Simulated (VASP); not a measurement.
# Ga (P6_3/mmc) in VASP: further runs

Runs on Ga. Level: PBE. Tasks: density of states, electric field gradients.

Program: VASP 6.6.1. These are calculated values, not measurements. Logs are shortened: lines on timing, memory, paths and dates and some standing lists are left out, and cuts for length are marked.

## (1) The cell of the first run

The structure is hexagonal, space group P6_3/mmc (No. 194). The conventional cell has a = 3.011 Å, b = 3.011 Å, c = 4.866 Å, α = 90.00°, β = 90.00°, γ = 120.00°. Ga (site symmetry -6m2) has 12 Ga at 2.99 to 3.01 Å within 3.9 Å.

## (2) Density of states, PBE

File POSCAR:

```
Ga
1.0
    3.0110321222      0.0000000000      0.0000000000
   -1.5055160611      2.6076303094      0.0000000000
    0.0000000000      0.0000000000      4.8660975386
Ga
2
Direct
    0.3333333333      0.6666666667      0.2500000000
    0.6666666667      0.3333333333      0.7500000000
```

File INCAR.step1:

```
PREC     = Accurate       # precision mode
ENCUT    = 520            # plane-wave cutoff, eV
EDIFF    = 1E-7           # SCF threshold, eV
ISMEAR   = -1             # smearing method
SIGMA    = 0.05           # smearing width, eV
LREAL    = F              # projectors in reciprocal space
LASPH    = T              # aspherical terms in the spheres
NELM     = 100            # most SCF steps
ALGO     = Normal         # electronic algorithm
ISIF     = 2              # what is computed and relaxed
LWAVE    = F              # write WAVECAR
LCHARG   = T              # write CHGCAR
GGA      = PE             # functional
NBANDS   = 20             # bands
```

File KPOINTS.step1:

```
Automatic mesh
0
Gamma
  18 18 10
```

File INCAR.step2:

```
PREC     = Accurate       # precision mode
ENCUT    = 520            # plane-wave cutoff, eV
EDIFF    = 1E-7           # SCF threshold, eV
ISMEAR   = -5             # smearing method
SIGMA    = 0.05           # smearing width, eV
LREAL    = F              # projectors in reciprocal space
LASPH    = T              # aspherical terms in the spheres
NELM     = 100            # most SCF steps
ALGO     = Normal         # electronic algorithm
ISIF     = 2              # what is computed and relaxed
LWAVE    = F              # write WAVECAR
LCHARG   = F              # write CHGCAR
GGA      = PE             # functional
LORBIT   = 10             # projections on sites
NBANDS   = 20             # bands
NEDOS    = 1001           # points of the DOS
ICHARG   = 11             # starting density
```

File KPOINTS.step2:

```
Automatic mesh
0
Gamma
  27 27 15
```

Potentials or basis: VASP PAW PBE potentials, release 64 (Ga_d).

Command:

```
cat potpaw_PBE.64/Ga_d/POTCAR > POTCAR
cp INCAR.step1 INCAR
cp KPOINTS.step1 KPOINTS
mpirun -np 1 vasp_std > vasp.out
cp INCAR.step2 INCAR
cp KPOINTS.step2 KPOINTS
mpirun -np 1 vasp_std > vasp.out
```

OUTCAR:

```text
PREC = Accurate
   ENCUT = 520
   EDIFF = 1E-7
   ISMEAR = -5
   LREAL = F
   LASPH = T
   NELM = 100
   ISIF = 2
   GGA = PE
   LORBIT = 10
   ICHARG = 11

 ion  position               nearest neighbor table
   1  0.333  0.667  0.250-
   2  0.667  0.333  0.750-

  LATTYP: Found a hexagonal cell.
 ALAT       =     3.0110321222
 C/A-ratio  =     1.6160895471

  Lattice vectors:

 A1 = (   3.0110321222,   0.0000000000,   0.0000000000)
 A2 = (  -1.5055160611,   2.6076303094,   0.0000000000)
 A3 = (   0.0000000000,   0.0000000000,   4.8660975386)

Analysis of symmetry for initial positions (statically):
=====================================================================
 Subroutine PRICEL returns:
 Original cell was already a primitive cell.

 Routine SETGRP: Setting up the symmetry group for a
 hexagonal supercell.

 Subroutine GETGRP returns: Found 24 space group operations
 (whereof 12 operations were pure point group operations)
 out of a pool of 24 trial point group operations.

The static configuration has the point symmetry D_3d.
 The point group associated with its full space group is D_6h.

Analysis of symmetry for dynamics (positions and initial velocities):
=====================================================================
 Subroutine PRICEL returns:
 Original cell was already a primitive cell.

 Routine SETGRP: Setting up the symmetry group for a
 hexagonal supercell.

 Subroutine GETGRP returns: Found 24 space group operations
 (whereof 12 operations were pure point group operations)
 out of a pool of 24 trial point group operations.

The dynamic configuration has the point symmetry D_3d.
 The point group associated with its full space group is D_6h.

 Subroutine INISYM returns: Found 24 space group operations
 (whereof 12 operations are pure point group operations),
 and found     1 'primitive' translations

----------------------------------------------------------------------------------------

                                     Primitive cell

  volume of cell :      38.2069

  direct lattice vectors                    reciprocal lattice vectors
     3.011032122  0.000000000  0.000000000     0.332112033  0.191744972  0.000000000
    -1.505516061  2.607630309  0.000000000     0.000000000  0.383489943  0.000000000
     0.000000000  0.000000000  4.866097539     0.000000000  0.000000000  0.205503484

  length of vectors
     3.011032122  3.011032122  4.866097539     0.383489943  0.383489943  0.205503484

  position of ions in fractional coordinates (direct lattice)
     0.333333333  0.666666667  0.250000000
     0.666666667  0.333333333  0.750000000

  ion indices of the primitive-cell ions
   primitive index   ion index
                 1           1
                 2           2

----------------------------------------------------------------------------------------

 KPOINTS: Automatic mesh

Automatic generation of k-mesh.
 Grid dimensions read from file:
 generate k-points for:   27   27   15

 Generating k-lattice:

  Cartesian coordinates                     Fractional coordinates (reciprocal lattice)
     0.012300446  0.007101666  0.000000000     0.037037037  0.000000000  0.000000000
     0.000000000  0.014203331  0.000000000     0.000000000  0.037037037  0.000000000
     0.000000000  0.000000000  0.013700232     0.000000000  0.000000000  0.066666667

  Length of vectors
     0.014203331  0.014203331  0.013700232

  Shift w.r.t. Gamma in fractional coordinates (k-lattice)
     0.000000000  0.000000000  0.000000000

 TETIRR: Found  10722 inequivalent tetrahedra from    65610

 Subroutine IBZKPT returns following result:
 ===========================================

 Found    600 irreducible k-points:

 Following reciprocal coordinates:
            Coordinates               Weight
  0.000000  0.000000  0.000000      1.000000
  0.037037 -0.000000  0.000000      6.000000
  0.074074 -0.000000  0.000000      6.000000
  0.111111  0.000000  0.000000      6.000000
  0.148148 -0.000000  0.000000      6.000000
  0.185185 -0.000000  0.000000      6.000000
[... 16 lines left out ...]
  0.333333  0.037037  0.000000     12.000000
  0.370370  0.037037  0.000000     12.000000
 [... further k-points ...]
   k-points           NKPTS =    600   k-points in BZ     NKDIM =    600   number of bands    NBANDS=     20
   number of dos      NEDOS =   1001   number of ions     NIONS =      2
   total plane-waves  NPLWV =  20736
   dimension x,y,z NGX =    24 NGY =   24 NGZ =   36
   dimension x,y,z NGXF=    48 NGYF=   48 NGZF=   72
   ions per type =               2
   NGX,Y,Z   is equivalent  to a cutoff of  13.25, 13.25, 12.30 a.u.
   NGXF,Y,Z  is equivalent  to a cutoff of  26.50, 26.50, 24.60 a.u.
 SYSTEM =  unknown system
   PREC   = accura    normal or accurate (medium, high low for compatibility)
   ISTART =      0    job   : 0-new  1-cont  2-samecut
   ICHARG =     11    charge: 1-file 2-atom 10-const
   ISPIN  =      1    spin polarized calculation?
   LNONCOLLINEAR =      F non collinear calculations
   LSORBIT =      F    spin-orbit coupling
   LASPH  =      T    aspherical Exc in radial PAW
   ENCUT  =  520.0 eV  38.22 Ry    6.18 a.u.   5.60  5.60  9.05*2*pi/ulx,y,z
   NELM   =    100;   NELMIN=  2; NELMDL=  0     # of ELM steps
   EDIFF  = 0.1E-06   stopping-criterion for ELM
   LREAL  =      F    real-space projection
   EDIFFG = 0.1E-05   stopping-criterion for IOM
   NSW    =      0    number of steps for IOM
   IBRION =     -1    ionic relax: 0-MD 1-quasi-New 2-CG
   NFREE  =      0    steps in history (QN), initial steepest desc. (CG)
   ISIF   =      2    stress and relaxation
   ISYM   =      2    0-nonsym 1-usesym 2-fastsym
   POTIM  = 0.5000    time-step for ionic-motion
   TEBEG  =    0.0;   TEEND  =   0.0 temperature during run
   PSTRESS=    0.0 pullay stress
   NELECT =      26.0000    total number of electrons
   NUPDOWN=      -1.0000    fix difference up-down
   EMIN   =  10.00;   EMAX   =-10.00  energy-range for DOS
   EFERMI =   0.00;   METHOD = LEGACY
   ISMEAR =    -5;   SIGMA  =   0.05  broadening in eV -4-tet -1-fermi 0-gaus
   EFERMI_NEDOS =   21; number of points for ismear=-14 and -15
   IALGO  =     38    algorithm
   IMIX   =      4    mixing-type and parameters
     AMIX     =   0.40;   BMIX     =  1.00
     AMIX_MAG =   1.60;   BMIX_MAG =  1.00
  volume/ion in A,a.u.               =      19.10       128.92
  Fermi-wavevector in a.u.,A,eV,Ry     =   1.439965  2.721139 28.211661  2.073499
  Thomas-Fermi vector in A             =   2.558762
   LORBIT       =     10    0 simple, 1 ext, 2 COOP (PROOUT), +10 PAW based schemes
   GGA     = PE    functional components
   LHFCALC =     F    Hartree Fock is set to
   AEXX    =    0.0000 exact exchange contribution
   IVDW    =     0    specifies the selected vdW correction
   LEPSILON=     F    determine dielectric tensor
   LRPA    =     F    only Hartree local field effects (RPA)
 non-spin polarized calculation
 Fermi weights with tetrahedron method with Bloechl corrections
  energy-cutoff  :      520.00
  volume of cell :       38.21
 maximum number of plane-waves:      1051
 NGX is ok and might be reduce to    24

 number of electron      26.0000022 magnetization

 Free energy of the ion-electron system (eV)
  ---------------------------------------------------
  ext. energy  EPLUGINS =         0.00000000
  ---------------------------------------------------
  free energy    TOTEN  =        -5.75678369 eV

  energy without entropy =       -5.75678369  energy(sigma->0) =       -5.75678369

 E-fermi :   5.4737     XC(G=0): -10.9586

 val. band max:        5.5964075241   @ k =   0.4815  -0.0000   0.0000
 cond. band min:       5.3323446718   @ k =   0.2593   0.1481   0.0667
 fundamental gap:     -0.2640628523
 Fermi energy:         5.4736997815

 k-point     1 :       0.0000    0.0000    0.0000
  band No.  band energies     occupation
      1      -9.5140      2.00000
      2      -9.4376      2.00000
      3      -9.4259      2.00000
      4      -9.4259      2.00000
      5      -9.4038      2.00000
      6      -9.4038      2.00000
[... 12 lines left out ...]
     19      19.0592      0.00000
     20      19.4303      0.00000

 k-point     2 :       0.0370   -0.0000    0.0000
  band No.  band energies     occupation
      1      -9.5123      2.00000
      2      -9.4406      2.00000
      3      -9.4232      2.00000
      4      -9.4223      2.00000
      5      -9.4038      2.00000
      6      -9.4013      2.00000
[... 12 lines left out ...]
     19      19.2967      0.00000
     20      19.5653      0.00000

 k-point     3 :       0.0741   -0.0000    0.0000
  band No.  band energies     occupation
      1      -9.5076      2.00000
      2      -9.4461      2.00000
      3      -9.4156      2.00000
      4      -9.4150      2.00000
      5      -9.4037      2.00000
      6      -9.3942      2.00000
[... 12 lines left out ...]
     19      19.1477      0.00000
     20      19.9512      0.00000

 k-point     4 :       0.1111    0.0000    0.0000
  band No.  band energies     occupation
      1      -9.5027      2.00000
      2      -9.4505      2.00000
      3      -9.4098      2.00000
      4      -9.4032      2.00000
      5      -9.3992      2.00000
      6      -9.3828      2.00000
[... 12 lines left out ...]
     19      18.2420      0.00000
     20      20.6120      0.00000

 k-point     5 :       0.1481   -0.0000    0.0000
  band No.  band energies     occupation
      1      -9.5021      2.00000
      2      -9.4502      2.00000
      3      -9.4106      2.00000
      4      -9.3932      2.00000
      5      -9.3868      2.00000
      6      -9.3865      2.00000
[... 12 lines left out ...]
     19      17.3976      0.00000
     20      20.2310      0.00000

 k-point     6 :       0.1852   -0.0000    0.0000
  band No.  band energies     occupation
      1      -9.5084      2.00000
      2      -9.4448      2.00000
      3      -9.4115      2.00000
      4      -9.4066      2.00000
      5      -9.3936      2.00000
      6      -9.3701      2.00000
[... 12 lines left out ...]
     19      17.1464      0.00000
     20      19.8066      0.00000

 k-point     7 :       0.2222   -0.0000    0.0000
  band No.  band energies     occupation
      1      -9.5195      2.00000
      2      -9.4411      2.00000
      3      -9.4225      2.00000
      4      -9.4078      2.00000
      5      -9.4018      2.00000
      6      -9.3515      2.00000
[... 12 lines left out ...]
     19      16.8121      0.00000
     20      19.5042      0.00000
[... 277 lines left out ...]
 k-point    20 :       0.2222    0.0370    0.0000
  band No.  band energies     occupation
      1      -9.5232      2.00000
      2      -9.4431      2.00000
      3      -9.4318      2.00000
      4      -9.4070      2.00000
      5      -9.4032      2.00000
      6      -9.3454      2.00000
[... 12 lines left out ...]
     19      16.3640      0.00000
     20      18.9762      0.00000

 k-point    21 :       0.2593    0.0370    0.0000
  band No.  band energies     occupation
      1      -9.5364      2.00000
      2      -9.4501      2.00000
      3      -9.4461      2.00000
      4      -9.4149      2.00000
      5      -9.3922      2.00000
      6      -9.3260      2.00000
[... 12 lines left out ...]
     19      16.0130      0.00000
     20      18.6294      0.00000

 k-point    22 :       0.2963    0.0370    0.0000
  band No.  band energies     occupation
      1      -9.5495      2.00000
      2      -9.4683      2.00000
      3      -9.4518      2.00000
      4      -9.4221      2.00000
      5      -9.3796      2.00000
      6      -9.3299      2.00000
[... 12 lines left out ...]
     19      15.6954      0.00000
     20      18.3308      0.00000

 k-point    23 :       0.3333    0.0370    0.0000
  band No.  band energies     occupation
      1      -9.5613      2.00000
      2      -9.4852      2.00000
      3      -9.4582      2.00000
      4      -9.4284      2.00000
      5      -9.3677      2.00000
      6      -9.3390      2.00000
[... 12 lines left out ...]
     19      15.4243      0.00000
     20      18.0823      0.00000

 k-point    24 :       0.3704    0.0370    0.0000
  band No.  band energies     occupation
      1      -9.5713      2.00000
      2      -9.4996      2.00000
      3      -9.4641      2.00000
      4      -9.4336      2.00000
      5      -9.3577      2.00000
      6      -9.3462      2.00000
[... 12 lines left out ...]
     19      15.2074      0.00000
     20      17.8866      0.00000

 [... further k-points ...]
[... 5 lines left out ...]
  --------------------------------------------------------------------------------------
  -------------------------------------------------------------------------------------
  Total        0.0693548      0.0693548      0.1818440      0.0000000      0.0000000      0.0000000
  in kB        2.9083373      2.9083373      7.6254809      0.0000000      0.0000000      0.0000000
  external PRESSURE =       4.4807185 kB  Pullay stress =       0.0000000 kB

 VOLUME and BASIS-vectors are now :
 -----------------------------------------------------------------------------
  energy-cutoff  :      520.00
  volume of cell :       38.21
      direct lattice vectors                 reciprocal lattice vectors
     3.011032122  0.000000000  0.000000000     0.332112033  0.191744972  0.000000000
    -1.505516061  2.607630309  0.000000000     0.000000000  0.383489943  0.000000000
     0.000000000  0.000000000  4.866097539     0.000000000  0.000000000  0.205503484

 POSITION                                       TOTAL-FORCE (eV/Angst)
 -----------------------------------------------------------------------------------
     -0.00000      1.73842      1.21652         0.000000      0.000000      0.000000
      1.50552      0.86921      3.64957        -0.000000      0.000000      0.000000
 -----------------------------------------------------------------------------------
    total drift:                                0.000000     -0.000000      0.000000

  FREE ENERGIE OF THE ION-ELECTRON SYSTEM (eV)
  ---------------------------------------------------
  free  energy   TOTEN  =        -5.7567836936 eV

  energy  without entropy=       -5.7567836936  energy(sigma->0) =       -5.75678369

 total charge

# of ion       s       p       d       tot
------------------------------------------
    1        1.039   0.516   9.956  11.511
    2        1.039   0.516   9.956  11.511
--------------------------------------------------
tot          2.079   1.032  19.911  23.022
```

It took 3 min on 1 thread of AMD EPYC 9R45 (Zen 5), shared host; peak memory 0.44 GiB.

Results:

- Valence electrons inside the program's atomic spheres: Ga 11.51

Levels at points of the mesh, in eV from the Fermi level:
```tsv
k point	band 9	band 10	band 11	band 12	band 13	band 14	band 15	band 16	band 17	band 18
(0.00, 0.00, 0.00)	-14.71	-14.71	-10.98	-4.85	-3.89	9.40	9.40	11.37	11.37	12.46
```

Caveat: tetrahedron occupations give inexact forces and stress in metals.

(Part 1 of 2 ends here.)
